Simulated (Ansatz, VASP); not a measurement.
**One calculation of C, two programs**

```
CELL_PARAMETERS angstrom
2.10359 -4.35039 -0.05605
2.15037 4.37310 -0.00062
-0.03346 0.01589 2.54928
ATOMIC_POSITIONS crystal
C 0.63543 0.97253 0.99623
C 0.35551 0.02483 0.99324
C 0.02557 0.35477 0.99532
C 0.99303 0.65335 0.01339
C 0.40726 0.22752 0.49500
C 0.59707 0.76638 0.51431
C 0.75002 0.58718 0.49886
C 0.23613 0.41345 0.49365
```

Change from the starting cell: all atoms moved at random (sigma 0.03 Å a component), cell strained at random (sigma 0.01).

Alike in both runs: task single point; functional r2SCAN; k mesh 6 × 6 × 10; occupations gaussian, width 0.05 eV; no spin polarisation.

|  | VASP | Ansatz |
| --- | --- | --- |
| version | VASP 6.6.1 | Ansatz 0.2.0 |
| potentials or method | VASP PAW PBE potentials, release 64 (C_h), cutoff 910 eV | scalar-relativistic, plane waves, PAW |
| valence electrons in the cell | 32 | 32 |

```tsv
	VASP	Ansatz	Ansatz less VASP
gap on the k mesh at the Fermi level (eV)	2.82	2.83	+0.006
least direct gap on the mesh (eV)	4.60	4.60	-0.003
rms of the force components (eV/Å)	1.909	1.909	0.0000
```

VASP's potentials were made for PBE, not for r2SCAN. Atom by atom the forces differ by 0.005 eV/Å (rms over components).

Noted on VASP's run: the cutoff is under 1.25 times that of the potentials, so the pressure is a little rough.
